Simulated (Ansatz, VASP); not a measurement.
# PtS2: VASP beside Ansatz

POSCAR

```
PtS2
1.0
    3.5432000000      0.0000000000      0.0000000000
   -1.7716000000      3.0685012107      0.0000000000
    0.0000000000      0.0000000000      5.0388000000
Pt S
1 2
Direct
    0.0000000000      0.0000000000      0.0000000000
    0.6666666667      0.3333333333      0.7730000000
    0.3333333333      0.6666666667      0.2270000000
```

INCAR.step1

```
PREC = Accurate ; ENCUT = 520
EDIFF = 1E-5 ; ISMEAR = -1
SIGMA = 0.05 ; LREAL = False
LASPH = True ; NELM = 80
ALGO = Normal ; ISIF = 2
LWAVE = True ; LCHARG = False
GGA = PE ; NBANDS = 18
```

Contents of INCAR.step2:

```
PREC = Accurate ; ENCUT = 520
EDIFF = 1E-6 ; ISMEAR = -1
SIGMA = 0.05 ; LREAL = False
LASPH = True ; NELM = 80
ALGO = Normal ; ISIF = 2
LWAVE = False ; LCHARG = False
GGA = PE ; LHFCALC = True
AEXX = 0.25 ; HFSCREEN = 0.6
PRECFOCK = Normal ; ISTART = 1
NBANDS = 18
```

The input KPOINTS:

```
regular mesh
0
Gamma
  5 5 3
```

The input input.yaml:

```yaml
crystal:
  lattice:
    - [3.5432, 0.0, 0.0]
    - [-1.7716, 3.0685012107, 0.0]
    - [0.0, 0.0, 5.0388]
  atoms:
    - { symbol: Pt, position: [0.0, 0.0, 0.0] }
    - { symbol: S, position: [0.6666666667, 0.3333333333, 0.773] }
    - { symbol: S, position: [0.3333333333, 0.6666666667, 0.227] }
hamiltonian:
  xc: { exchange: pbe, correlation: pbe, exx: { coeff: 0.25, omega: 0.6 } }
  pseudopotentials: { kind: paw }
kpoints:
  mp_grid: { grid: [5, 5, 3] }
scf:
  occupations: { method: fermi_dirac, width: 0.05 }
output:
  forces: true
  stress: true
  eigenvalues: true
```

Alike in both runs: task single point; functional PBE-based screened hybrid; k mesh 5 × 5 × 3; occupations fermi-dirac, width 0.05 eV; no spin polarisation.

```csv
,VASP,Ansatz
version,VASP 6.6.1,Ansatz 0.2.0
potentials or method,"VASP PAW PBE potentials, release 64 (Pt, S)",Ansatz PAW
plane-wave cutoff (eV),520,420
valence electrons in the cell,22,30
```

|  | VASP | Ansatz | Ansatz less VASP |
| --- | --- | --- | --- |
| gap on the k mesh at the Fermi level (eV) | 1.50 | 1.52 | +0.021 |
| least direct gap on the mesh (eV) | 1.73 | 1.74 | +0.005 |
| pressure (GPa) | 8.3 | 8.8 | +0.50 |
| traceless stress, the component that is largest in VASP (GPa) | 0.04 | -0.09 | -0.136 |
| rms of the force components (eV/Å) | 0.478 | 0.497 | +0.0186 |

VASP's potentials were made for PBE, not for PBE-based screened hybrid. Atom by atom the forces differ by 0.019 eV/Å (rms over components). VASP's potentials hold 22 valence electrons a cell and Ansatz's 30, so a difference there can come from the potentials and not from the codes.

Spin-orbit coupling is off throughout. Noted on Ansatz's run: odd divisions of the mesh miss points on the zone boundary, where band edges often lie, so the gap on the mesh can be too wide.
